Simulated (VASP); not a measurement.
Here is a VASP 6.6.1 calculation.

Contents of POSCAR:

```
AlN
1.0
    0.0000000000      2.1601873172      2.2101278436
    2.1601873172      0.0000000000      2.2101278436
    2.1601873172      2.1601873172      0.0000000000
Al N
1 1
Direct
    0.0000000000      0.0000000000      0.0000000000
    0.2500000000      0.2500000000      0.2500000000
```

The input INCAR.step1:

```
  PREC = Accurate
  ENCUT = 520
  ISMEAR = 0
  SIGMA = 0.01
  LREAL = False
  LASPH = True
  NELM = 80
  NBANDS = 11
  GGA = PE
  ALGO = Normal
  EDIFF = 1E-4
  LWAVE = True
  LCHARG = False
```

File INCAR.step2:

```
  PREC = Accurate
  ENCUT = 520
  EDIFF = 1E-7
  ISMEAR = 0
  SIGMA = 0.01
  LREAL = False
  LASPH = True
  NELM = 80
  ALGO = Normal
  ISIF = 2
  LWAVE = False
  LCHARG = True
  METAGGA = R2SCAN
  LMIXTAU = True
  LELF = True
  LVHAR = True
  NBANDS = 11
  ISTART = 1
```

The input KPOINTS:

```
Automatic mesh
0
Gamma
  10 10 10
```

Potentials or basis: VASP PAW PBE potentials, release 64 (Al, N).

The run is started by

```console
$ cat potpaw_PBE.64/Al/POTCAR potpaw_PBE.64/N/POTCAR > POTCAR
$ cp INCAR.step1 INCAR
$ mpirun -np 1 vasp_std > vasp.out
$ cp INCAR.step2 INCAR
$ mpirun -np 1 vasp_std > vasp.out
```

Q: Estimate the band gap on the k mesh.

A: 3.87 eV, indirect (least direct gap 4.95 eV).

Q: Estimate the pressure.

A: 2.0 GPa.

Stress tensor (GPa, compression positive):
```
 3.18  0.00  0.00
 0.00  3.18  0.00
 0.00  0.00 -0.39
```

Caveat: the cell differs from its parent crystal (epitaxial xy strain -1.1%); the PAW data sets were made with another functional, which shifts forces and pressure a little. A k mesh can miss the band edges.
